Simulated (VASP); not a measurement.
# Sn (Fd-3m) in VASP: notebook

Runs on Sn. Level: PBE. Tasks: single point.

All numbers are computed with VASP 6.6.1; they aren't measurements. Logs are shortened: lines on timing, memory, paths and dates and some standing lists are left out, and cuts for length are marked.

### 1 The cell of the first run

It takes space group Fd-3m (No. 227, cubic). The conventional cell has a = 6.467 Å, b = 6.467 Å, c = 6.467 Å, α = 90.00°, β = 90.00°, γ = 90.00°. Sn (site symmetry -43m) has 4 Sn at 2.80 Å within 3.7 Å.

### 2 Single point, PBE

The input, INCAR:

```
PREC = Accurate
ENCUT = 520
EDIFF = 1E-6
ISMEAR = 0
SIGMA = 0.05
LREAL = F
LASPH = T
NELM = 80
ALGO = Normal
ISIF = 2
LWAVE = F
LCHARG = T
GGA = PE
LELF = T
LVHAR = T
NBANDS = 21
```

The input, KPOINTS:

```
regular mesh
0
Gamma
  7 7 7
```

The input, POSCAR:

```
Sn
1.0
    0.0000000000      3.2333428000      3.2333428000
    3.2333428000      0.0000000000      3.2333428000
    3.2333428000      3.2333428000      0.0000000000
Sn
2
Direct
    0.2500000000      0.2500000000      0.2500000000
    0.0000000000      0.0000000000      0.0000000000
```

Potentials or basis: VASP PAW PBE potentials, release 64 (Sn_d).

Command:

```sh
> cat potpaw_PBE.64/Sn_d/POTCAR > POTCAR
> mpirun -np 1 vasp_std > vasp.out
```

OUTCAR:

```text
PREC = Accurate
   ENCUT = 520
   EDIFF = 1E-6
   ISMEAR = 0
   LREAL = F
   LASPH = T
   NELM = 80
   ISIF = 2
   GGA = PE

 ion  position               nearest neighbor table
   1  0.250  0.250  0.250-   2 2.80   2 2.80   2 2.80   2 2.80
   2  0.000  0.000  0.000-   1 2.80   1 2.80   1 2.80   1 2.80

  LATTYP: Found a face centered cubic cell.
 ALAT       =     6.4666856000

  Lattice vectors:

 A1 = (   0.0000000000,   3.2333428000,   3.2333428000)
 A2 = (   3.2333428000,   0.0000000000,   3.2333428000)
 A3 = (   3.2333428000,   3.2333428000,   0.0000000000)

Analysis of symmetry for initial positions (statically):
=====================================================================
 Subroutine PRICEL returns:
 Original cell was already a primitive cell.

 Routine SETGRP: Setting up the symmetry group for a
 face centered cubic supercell.

 Subroutine GETGRP returns: Found 48 space group operations
 (whereof 24 operations were pure point group operations)
 out of a pool of 48 trial point group operations.

The static configuration has the point symmetry T_d .
 The point group associated with its full space group is O_h .

Analysis of symmetry for dynamics (positions and initial velocities):
=====================================================================
 Subroutine PRICEL returns:
 Original cell was already a primitive cell.

 Routine SETGRP: Setting up the symmetry group for a
 face centered cubic supercell.

 Subroutine GETGRP returns: Found 48 space group operations
 (whereof 24 operations were pure point group operations)
 out of a pool of 48 trial point group operations.

The dynamic configuration has the point symmetry T_d .
 The point group associated with its full space group is O_h .

 Subroutine INISYM returns: Found 48 space group operations
 (whereof 24 operations are pure point group operations),
 and found     1 'primitive' translations

----------------------------------------------------------------------------------------

                                     Primitive cell

  volume of cell :      67.6060

  direct lattice vectors                    reciprocal lattice vectors
     0.000000000  3.233342800  3.233342800    -0.154638723  0.154638723  0.154638723
     3.233342800  0.000000000  3.233342800     0.154638723 -0.154638723  0.154638723
     3.233342800  3.233342800  0.000000000     0.154638723  0.154638723 -0.154638723

[... 74 lines left out ...]
   LSORBIT =      F    spin-orbit coupling
   LASPH  =      T    aspherical Exc in radial PAW
   ENCUT  =  520.0 eV  38.22 Ry    6.18 a.u.   8.50  8.50  8.50*2*pi/ulx,y,z
   NELM   =     80;   NELMIN=  2; NELMDL= -5     # of ELM steps
   EDIFF  = 0.1E-05   stopping-criterion for ELM
   LREAL  =      F    real-space projection
   EDIFFG = 0.1E-04   stopping-criterion for IOM
   NSW    =      0    number of steps for IOM
   IBRION =     -1    ionic relax: 0-MD 1-quasi-New 2-CG
   NFREE  =      0    steps in history (QN), initial steepest desc. (CG)
   ISIF   =      2    stress and relaxation
   ISYM   =      2    0-nonsym 1-usesym 2-fastsym
   POTIM  = 0.5000    time-step for ionic-motion
   TEBEG  =    0.0;   TEEND  =   0.0 temperature during run
   PSTRESS=    0.0 pullay stress
   NELECT =      28.0000    total number of electrons
   NUPDOWN=      -1.0000    fix difference up-down
   EMIN   =  10.00;   EMAX   =-10.00  energy-range for DOS
   EFERMI =   0.00;   METHOD = LEGACY
   ISMEAR =     0;   SIGMA  =   0.05  broadening in eV -4-tet -1-fermi 0-gaus
   EFERMI_NEDOS =   21; number of points for ismear=-14 and -15
   IALGO  =     38    algorithm
   IMIX   =      4    mixing-type and parameters
     AMIX     =   0.40;   BMIX     =  1.00
     AMIX_MAG =   1.60;   BMIX_MAG =  1.00
  volume/ion in A,a.u.               =      33.80       228.11
  Fermi-wavevector in a.u.,A,eV,Ry     =   1.220298  2.306028 20.260793  1.489126
  Thomas-Fermi vector in A             =   2.355520
   LORBIT       =      0    0 simple, 1 ext, 2 COOP (PROOUT), +10 PAW based schemes
   GGA     = PE    functional components
   LHFCALC =     F    Hartree Fock is set to
   AEXX    =    0.0000 exact exchange contribution
   IVDW    =     0    specifies the selected vdW correction
   LEPSILON=     F    determine dielectric tensor
   LRPA    =     F    only Hartree local field effects (RPA)
 non-spin polarized calculation
 Gauss-broadening in eV      SIGMA  =   0.05
  energy-cutoff  :      520.00
  volume of cell :       67.61
 maximum number of plane-waves:      1841
 NGX is ok and might be reduce to    36
   NGX = 17   NGY = 17   NGZ = 17

 number of electron      28.0000008 magnetization

 Free energy of the ion-electron system (eV)
  ---------------------------------------------------
  ext. energy  EPLUGINS =         0.00000000
  ---------------------------------------------------
  free energy    TOTEN  =        -7.61012402 eV

  energy without entropy =       -7.60956841  energy(sigma->0) =       -7.60984621

 E-fermi :   5.7791     XC(G=0):  -8.9195

 val. band max:        5.4866389080   @ k =   0.1429   0.0000   0.0000
 cond. band min:       5.8043880404   @ k =   0.4286   0.0000   0.0000
 fundamental gap:      0.3177491324
 Fermi energy:         5.7791360596

 k-point     1 :       0.0000    0.0000    0.0000
  band No.  band energies     occupation
      1     -15.9466      2.00000
      2     -15.9466      2.00000
      3     -15.9466      2.00000
      4     -15.8856      2.00000
      5     -15.8856      2.00000
      6     -15.5678      2.00000
[... 469 lines left out ...]
     20      14.5172      0.00000
     21      16.3114      0.00000

------------------------ aborting loop because EDIFF is reached ----------------------------------------

  FORCE on cell =-STRESS in cart. coord.  units (eV):
  Direction    XX          YY          ZZ          XY          YZ          ZX
  --------------------------------------------------------------------------------------
  -------------------------------------------------------------------------------------
  Total        1.5896934      1.5896934      1.5896934     -0.0000000      0.0000000     -0.0000000
  in kB       37.6737362     37.6737362     37.6737362     -0.0000000      0.0000000     -0.0000000
  external PRESSURE =      37.6737362 kB  Pullay stress =       0.0000000 kB

 VOLUME and BASIS-vectors are now :
 -----------------------------------------------------------------------------
  energy-cutoff  :      520.00
  volume of cell :       67.61
      direct lattice vectors                 reciprocal lattice vectors
     0.000000000  3.233342800  3.233342800    -0.154638723  0.154638723  0.154638723
     3.233342800  0.000000000  3.233342800     0.154638723 -0.154638723  0.154638723
     3.233342800  3.233342800  0.000000000     0.154638723  0.154638723 -0.154638723

 POSITION                                       TOTAL-FORCE (eV/Angst)
 -----------------------------------------------------------------------------------
      1.61667      1.61667      1.61667        -0.000000     -0.000000     -0.000000
      0.00000      0.00000      0.00000         0.000000      0.000000      0.000000
 -----------------------------------------------------------------------------------
    total drift:                                0.000000      0.000000      0.000000

  FREE ENERGIE OF THE ION-ELECTRON SYSTEM (eV)
  ---------------------------------------------------
  free  energy   TOTEN  =        -7.6101240156 eV

  energy  without entropy=       -7.6095684101  energy(sigma->0) =       -7.60984621
```

OSZICAR:

```text
N       E                     dE             d eps       ncg     rms          rms(c)
DAV:   1     0.227904129652E+03    0.22790E+03   -0.14531E+04   840   0.192E+03
DAV:   2     0.173573374918E+02   -0.21055E+03   -0.20632E+03   845   0.453E+02
DAV:   3    -0.684899054331E+01   -0.24206E+02   -0.24050E+02   973   0.141E+02
DAV:   4    -0.764288677848E+01   -0.79390E+00   -0.79358E+00   965   0.283E+01
DAV:   5    -0.767450851674E+01   -0.31622E-01   -0.31621E-01  1227   0.527E+00    0.329E+00
DAV:   6    -0.762912933431E+01    0.45379E-01   -0.27914E-02  1155   0.206E+00    0.193E+00
DAV:   7    -0.760777133397E+01    0.21358E-01   -0.46811E-02   898   0.219E+00    0.163E-01
DAV:   8    -0.760971404995E+01   -0.19427E-02   -0.58265E-03   950   0.822E-01    0.519E-02
DAV:   9    -0.761009913256E+01   -0.38508E-03   -0.48045E-04   918   0.145E-01    0.117E-02
DAV:  10    -0.761011962445E+01   -0.20492E-04   -0.34763E-05  1068   0.481E-02    0.580E-03
DAV:  11    -0.761012411919E+01   -0.44947E-05   -0.74919E-06   745   0.177E-02    0.658E-04
DAV:  12    -0.761012401558E+01    0.10361E-06   -0.32674E-07   680   0.652E-03
   1 F= -.76101240E+01 E0= -.76098462E+01  d E =-.555606E-03
```

stdout:

```text
POSCAR found type information on POSCAR Sn
 POSCAR found :  1 types and       2 ions
 scaLAPACK will be used
 LDA part: xc-table for (Slater+PW92), standard interpolation
 POSCAR, INCAR and KPOINTS ok, starting setup
 FFT: planning ... GRIDC
 FFT: planning ... GRID_SOFT
 FFT: planning ... GRID
 WAVECAR not read
 entering main loop
```

Wall time 15 s (1 thread of Intel Xeon 6975P-C (Granite Rapids), shared host); peak memory 0.2 GiB.

Results:

```
Free energy            : -7.6101 eV
Pressure               : 3.8 GPa
Band gap on the k mesh : zero (band 14 reaches 5.84 eV, above the bottom of band 15 at 5.80 eV)
```

Levels at points of the mesh, in eV from the Fermi level:
| k point | band 10 | band 11 | band 12 | band 13 | band 14 | band 15 | band 16 | band 17 | band 18 | band 19 |
| --- | --- | --- | --- | --- | --- | --- | --- | --- | --- | --- |
| (0.00, 0.00, 0.00) | -21.34 | -10.70 | -0.58 | 0.06 | 0.06 | 0.06 | 2.14 | 2.14 | 2.14 | 5.01 |

Caveat: spin-orbit coupling is left out, which moves the levels of the heavy elements.

### 3 Single point, PBE

The input, INCAR:

```
PREC     = Accurate       # precision mode
ENCUT    = 520            # plane-wave cutoff, eV
EDIFF    = 1E-6           # SCF threshold, eV
ISMEAR   = -1             # smearing method
SIGMA    = 0.04           # smearing width, eV
LREAL    = F              # projectors in reciprocal space
LASPH    = T              # aspherical terms in the spheres
NELM     = 60             # most SCF steps
ALGO     = Normal         # electronic algorithm
ISIF     = 2              # what is computed and relaxed
LWAVE    = F              # write WAVECAR
LCHARG   = F              # write CHGCAR
GGA      = PE             # functional
NBANDS   = 21             # bands
```

The input, KPOINTS:

```
Automatic mesh
0
Gamma
  4 4 4
```

The input, POSCAR:

```
Sn
1.0
    0.0000000000      3.2333428000      3.2333428000
    3.2333428000      0.0000000000      3.2333428000
    3.2333428000      3.2333428000      0.0000000000
Sn
2
Direct
    0.7500000000      0.7500000000      0.7500000000
    0.5000000000      0.5000000000      0.5000000000
```

Potentials or basis: VASP PAW PBE potentials, release 64 (Sn_d).

Command:

```sh
> cat potpaw_PBE.64/Sn_d/POTCAR > POTCAR
> mpirun -np 1 vasp_std > vasp.out
```

Run time: 10 s. Hardware: 1 thread of Intel Xeon Platinum 8259CL at 2.50GHz (Skylake/Cascade Lake), shared host; peak memory 0.2 GiB.

The run converged. Its results:

```yaml
Free_energy: -7.4304 eV
Pressure: 4.4 GPa
Band_gap_on_the_k_mesh: zero (band 14 reaches 5.87 eV, above the bottom of band 15 at 5.80 eV)
```

Levels at points of the mesh, in eV from the Fermi level:
```csv
k point,band 10,band 11,band 12,band 13,band 14,band 15,band 16,band 17,band 18,band 19
"(0.00, 0.00, 0.00)",-21.30,-10.68,-0.56,0.09,0.09,0.09,2.15,2.15,2.15,5.04
"(0.50, 0.00, 0.00)",-21.25,-9.03,-6.34,-1.14,-1.14,0.01,3.23,3.23,5.64,8.58
"(0.50, 0.50, 0.00)",-21.23,-7.55,-7.55,-2.50,-2.50,0.81,0.81,7.79,7.79,9.40
```

Caveat: the k points lie up to 0.42 Å⁻¹ apart; spin-orbit coupling is left out, which moves the levels of the heavy elements.
